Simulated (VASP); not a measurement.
# ZnSe (F-43m) in VASP: a series of runs, part 2 of 2

VASP 6.6.1.

**5. Single point, r2SCAN (strain +0.080 along x and y, +0.080 along z)**

POSCAR

```
ZnSe
1.0
    0.0000000000      3.0595808523      3.0595808523
    3.0595808523      0.0000000000      3.0595808523
    3.0595808523      3.0595808523      0.0000000000
Zn Se
1 1
Direct
    0.0000000000      0.0000000000      0.0000000000
    0.7500000000      0.7500000000      0.7500000000
```

INCAR.step1

```
ALGO = Normal ; EDIFF = 1E-4
ENCUT = 520 ; GGA = PE
ISMEAR = 0 ; LASPH = T
LCHARG = F ; LREAL = F
LWAVE = T ; NBANDS = 16
NELM = 80 ; PREC = Accurate
SIGMA = 0.05
```

INCAR.step2

```
ALGO = Normal ; EDIFF = 1E-6
ENCUT = 520 ; ISIF = 2
ISMEAR = 0 ; ISTART = 1
LASPH = T ; LCHARG = T
LELF = T ; LMIXTAU = T
LREAL = F ; LVHAR = T
LWAVE = F ; METAGGA = R2SCAN
NBANDS = 16 ; NELM = 80
PREC = Accurate ; SIGMA = 0.05
```

KPOINTS

```
k-points
0
Gamma
  8 8 8
```

Potentials or basis: VASP PAW PBE potentials, release 64 (Zn, Se).

Launch:

```sh
$ cat potpaw_PBE.64/Zn/POTCAR potpaw_PBE.64/Se/POTCAR > POTCAR
$ cp INCAR.step1 INCAR
$ mpirun -np 1 vasp_std > vasp.out
$ cp INCAR.step2 INCAR
$ mpirun -np 1 vasp_std > vasp.out
```

OUTCAR:

```text
EDIFF = 1E-6
   ENCUT = 520
   ISIF = 2
   ISMEAR = 0
   ISTART = 1
   LASPH = T
   LREAL = F
   METAGGA = R2SCAN
   NELM = 80
   PREC = Accurate

 ion  position               nearest neighbor table
   1  0.000  0.000  0.000-   2 2.65   2 2.65   2 2.65   2 2.65
   2  0.750  0.750  0.750-   1 2.65   1 2.65   1 2.65   1 2.65

  LATTYP: Found a face centered cubic cell.
 ALAT       =     6.1191617046

  Lattice vectors:

 A1 = (   0.0000000000,   3.0595808523,   3.0595808523)
 A2 = (   3.0595808523,   0.0000000000,   3.0595808523)
 A3 = (   3.0595808523,   3.0595808523,   0.0000000000)

Analysis of symmetry for initial positions (statically):
=====================================================================
 Subroutine PRICEL returns:
 Original cell was already a primitive cell.

 Routine SETGRP: Setting up the symmetry group for a
 face centered cubic supercell.

 Subroutine GETGRP returns: Found 24 space group operations
 (whereof 24 operations were pure point group operations)
 out of a pool of 48 trial point group operations.

The static configuration has the point symmetry T_d .

Analysis of symmetry for dynamics (positions and initial velocities):
=====================================================================
 Subroutine PRICEL returns:
 Original cell was already a primitive cell.

 Routine SETGRP: Setting up the symmetry group for a
 face centered cubic supercell.

 Subroutine GETGRP returns: Found 24 space group operations
 (whereof 24 operations were pure point group operations)
 out of a pool of 48 trial point group operations.

The dynamic configuration has the point symmetry T_d .

 Subroutine INISYM returns: Found 24 space group operations
 (whereof 24 operations are pure point group operations),
 and found     1 'primitive' translations

----------------------------------------------------------------------------------------

                                     Primitive cell

  volume of cell :      57.2817

  direct lattice vectors                    reciprocal lattice vectors
     0.000000000  3.059580852  3.059580852    -0.163421078  0.163421078  0.163421078
     3.059580852  0.000000000  3.059580852     0.163421078 -0.163421078  0.163421078
     3.059580852  3.059580852  0.000000000     0.163421078  0.163421078 -0.163421078

  length of vectors
     4.326900736  4.326900736  4.326900736     0.283053609  0.283053609  0.283053609

  position of ions in fractional coordinates (direct lattice)
     0.000000000  0.000000000  0.000000000
     0.750000000  0.750000000  0.750000000

  ion indices of the primitive-cell ions
   primitive index   ion index
                 1           1
                 2           2

----------------------------------------------------------------------------------------

 KPOINTS: k-points

Automatic generation of k-mesh.
 Grid dimensions read from file:
 generate k-points for:    8    8    8

 Generating k-lattice:

  Cartesian coordinates                     Fractional coordinates (reciprocal lattice)
    -0.020427635  0.020427635  0.020427635     0.125000000  0.000000000  0.000000000
     0.020427635 -0.020427635  0.020427635     0.000000000  0.125000000  0.000000000
     0.020427635  0.020427635 -0.020427635     0.000000000  0.000000000  0.125000000

  Length of vectors
     0.035381701  0.035381701  0.035381701

  Shift w.r.t. Gamma in fractional coordinates (k-lattice)
     0.000000000  0.000000000  0.000000000

 Subroutine IBZKPT returns following result:
 ===========================================

 Found     29 irreducible k-points:

 Following reciprocal coordinates:
            Coordinates               Weight
  0.000000  0.000000  0.000000      1.000000
  0.125000  0.000000  0.000000      8.000000
  0.250000  0.000000  0.000000      8.000000
  0.375000  0.000000  0.000000      8.000000
  0.500000  0.000000  0.000000      4.000000
  0.125000  0.125000  0.000000      6.000000
[... 16 lines left out ...]
  0.500000  0.250000  0.125000     48.000000
 -0.375000  0.250000  0.125000     24.000000
 [... further k-points ...]
   k-points           NKPTS =     29   k-points in BZ     NKDIM =     29   number of bands    NBANDS=     16
   number of dos      NEDOS =    301   number of ions     NIONS =      2
   total plane-waves  NPLWV =  32768
   dimension x,y,z NGX =    32 NGY =   32 NGZ =   32
   dimension x,y,z NGXF=    64 NGYF=   64 NGZF=   64
   ions per type =               1   1
   NGX,Y,Z   is equivalent  to a cutoff of  12.29, 12.29, 12.29 a.u.
   NGXF,Y,Z  is equivalent  to a cutoff of  24.59, 24.59, 24.59 a.u.
 SYSTEM =  unknown system
   PREC   = accura    normal or accurate (medium, high low for compatibility)
   ISTART =      1    job   : 0-new  1-cont  2-samecut
   ICHARG =      0    charge: 1-file 2-atom 10-const
   ISPIN  =      1    spin polarized calculation?
   LNONCOLLINEAR =      F non collinear calculations
   LSORBIT =      F    spin-orbit coupling
   LASPH  =      T    aspherical Exc in radial PAW
   ENCUT  =  520.0 eV  38.22 Ry    6.18 a.u.   8.05  8.05  8.05*2*pi/ulx,y,z
   NELM   =     80;   NELMIN=  2; NELMDL=  0     # of ELM steps
   EDIFF  = 0.1E-05   stopping-criterion for ELM
   LREAL  =      F    real-space projection
   EDIFFG = 0.1E-04   stopping-criterion for IOM
   NSW    =      0    number of steps for IOM
   IBRION =     -1    ionic relax: 0-MD 1-quasi-New 2-CG
   NFREE  =      0    steps in history (QN), initial steepest desc. (CG)
   ISIF   =      2    stress and relaxation
   ISYM   =      2    0-nonsym 1-usesym 2-fastsym
   POTIM  = 0.5000    time-step for ionic-motion
   TEBEG  =    0.0;   TEEND  =   0.0 temperature during run
   PSTRESS=    0.0 pullay stress
   NELECT =      18.0000    total number of electrons
   NUPDOWN=      -1.0000    fix difference up-down
   EMIN   =  10.00;   EMAX   =-10.00  energy-range for DOS
   EFERMI =   0.00;   METHOD = LEGACY
   ISMEAR =     0;   SIGMA  =   0.05  broadening in eV -4-tet -1-fermi 0-gaus
   EFERMI_NEDOS =   21; number of points for ismear=-14 and -15
   IALGO  =     38    algorithm
   IMIX   =      4    mixing-type and parameters
     AMIX     =   0.40;   BMIX     =  1.00
     AMIX_MAG =   1.60;   BMIX_MAG =  1.00
  volume/ion in A,a.u.               =      28.64       193.28
  Fermi-wavevector in a.u.,A,eV,Ry     =   1.112996  2.103258 16.854364  1.238761
  Thomas-Fermi vector in A             =   2.249576
   LORBIT       =      0    0 simple, 1 ext, 2 COOP (PROOUT), +10 PAW based schemes
   METAGGA = R2SCAN    functional components
   LHFCALC =     F    Hartree Fock is set to
   AEXX    =    0.0000 exact exchange contribution
   IVDW    =     0    specifies the selected vdW correction
   LEPSILON=     F    determine dielectric tensor
   LRPA    =     F    only Hartree local field effects (RPA)
 non-spin polarized calculation
 Gauss-broadening in eV      SIGMA  =   0.05
  energy-cutoff  :      520.00
  volume of cell :       57.28
 maximum number of plane-waves:      1572
   NGX = 17   NGY = 17   NGZ = 17

 number of electron      18.0000017 magnetization

 Free energy of the ion-electron system (eV)
  ---------------------------------------------------
  ext. energy  EPLUGINS =         0.00000000
  ---------------------------------------------------
  free energy    TOTEN  =       -24.49972341 eV

  energy without entropy =      -24.49972341  energy(sigma->0) =      -24.49972341

 E-fermi :  -0.1562     XC(G=0):  -8.8499

 val. band max:       -0.4164415327   @ k =   0.0000   0.0000   0.0000
 cond. band min:       0.5372986034   @ k =   0.0000   0.0000   0.0000
 fundamental gap:      0.9537401361
 Fermi energy:        -0.1561870331

 k-point     1 :       0.0000    0.0000    0.0000
  band No.  band energies     occupation
      1     -12.8755      2.00000
      2      -6.5604      2.00000
      3      -6.5604      2.00000
      4      -6.5603      2.00000
      5      -6.3441      2.00000
      6      -6.3441      2.00000
[... 8 lines left out ...]
     15      11.1100      0.00000
     16      11.1100      0.00000
[... 419 lines left out ...]
 k-point    24 :      -0.3750    0.2500    0.1250
  band No.  band energies     occupation
      1     -12.3193      2.00000
      2      -6.4879      2.00000
      3      -6.4767      2.00000
      4      -6.3560      2.00000
      5      -6.3388      2.00000
      6      -6.2270      2.00000
[... 8 lines left out ...]
     15      12.0584      0.00000
     16      12.6833      0.00000

 [... further k-points ...]

------------------------ aborting loop because EDIFF is reached ----------------------------------------

  FORCE on cell =-STRESS in cart. coord.  units (eV):
  Direction    XX          YY          ZZ          XY          YZ          ZX
  --------------------------------------------------------------------------------------
  -------------------------------------------------------------------------------------
  Total       -3.2199080     -3.2199080     -3.2199080     -0.0000000      0.0000000     -0.0000000
  in kB      -90.0613079    -90.0613079    -90.0613079     -0.0000000      0.0000000     -0.0000000
  external PRESSURE =     -90.0613079 kB  Pullay stress =       0.0000000 kB

 VOLUME and BASIS-vectors are now :
 -----------------------------------------------------------------------------
  energy-cutoff  :      520.00
  volume of cell :       57.28
      direct lattice vectors                 reciprocal lattice vectors
     0.000000000  3.059580852  3.059580852    -0.163421078  0.163421078  0.163421078
     3.059580852  0.000000000  3.059580852     0.163421078 -0.163421078  0.163421078
     3.059580852  3.059580852  0.000000000     0.163421078  0.163421078 -0.163421078

 POSITION                                       TOTAL-FORCE (eV/Angst)
 -----------------------------------------------------------------------------------
      0.00000      0.00000      0.00000         0.000000      0.000000      0.000000
      4.58937      4.58937      4.58937        -0.000000     -0.000000     -0.000000
 -----------------------------------------------------------------------------------
    total drift:                                0.000010      0.000010      0.000010

  FREE ENERGIE OF THE ION-ELECTRON SYSTEM (eV)
  ---------------------------------------------------
  free  energy   TOTEN  =       -24.4997234102 eV

  energy  without entropy=      -24.4997234102  energy(sigma->0) =      -24.49972341
```

OUTCAR.step1:

```text
EDIFF = 1E-4
   ENCUT = 520
   GGA = PE
   ISMEAR = 0
   LASPH = T
[... 676 lines left out ...]
 -----------------------------------------------------------------------------------
      0.00000      0.00000      0.00000        -0.000000     -0.000000     -0.000000
      4.58937      4.58937      4.58937         0.000000      0.000000      0.000000
 -----------------------------------------------------------------------------------
    total drift:                                0.000002      0.000002      0.000002

  FREE ENERGIE OF THE ION-ELECTRON SYSTEM (eV)
  ---------------------------------------------------
  free  energy   TOTEN  =        -5.7706976174 eV

  energy  without entropy=       -5.7706976174  energy(sigma->0) =       -5.77069762
```

Run time: 2.5 min. Hardware: 1 thread of Intel Xeon 8259CL, shared host; peak memory 0.2 GiB.

What came out:

```
Free energy            : -24.4997 eV
Pressure               : -9.0 GPa
Band gap on the k mesh : 0.95 eV
```

Levels at points of the mesh, in eV from the valence-band top:
```csv
k point,band 6,band 7,band 8,band 9,band 10,band 11,band 12,band 13
"(0.00, 0.00, 0.00)",-5.93,0.00,0.00,0.00,0.95,6.29,6.29,6.29
"(0.50, 0.00, 0.00)",-5.84,-3.98,-0.59,-0.59,2.58,6.81,6.81,8.18
"(0.50, 0.50, 0.00)",-5.82,-3.82,-1.51,-1.51,3.68,3.74,9.91,10.47
```

Caveat: the cell differs from its parent crystal (strain +0.080 along x and y, +0.080 along z); the cell stands under tension; the PAW data sets were made with another functional, which shifts forces and pressure a little.

**6. Overview**

| cell | gap on the mesh (eV) | pressure (GPa) |
| --- | --- | --- |
| a = 3.686 Å, angles 60.0°, 2 atoms | 2.65 | 28.8 |
| a = 3.846 Å, angles 60.0°, 2 atoms | 2.43 | 10.6 |
| a = 4.167 Å, angles 60.0°, 2 atoms | 1.38 | -5.9 |
| a = 4.327 Å, angles 60.0°, 2 atoms | 0.95 | -9.0 |

Alike in all rows: task single point; level r2SCAN; potentials or basis VASP PAW PBE potentials, release 64 (Zn, Se); no spin polarisation; k mesh 8 × 8 × 8; cutoff (eV) 520; smearing gaussian 0.05 eV.

Caveats: the PAW data sets were made with another functional, which shifts forces and pressure a little; the cell stands under pressure (at least some runs); the cell stands under tension (at least some runs).

Total energies depend on the potentials used, so only differences within one code and one set of settings carry meaning.
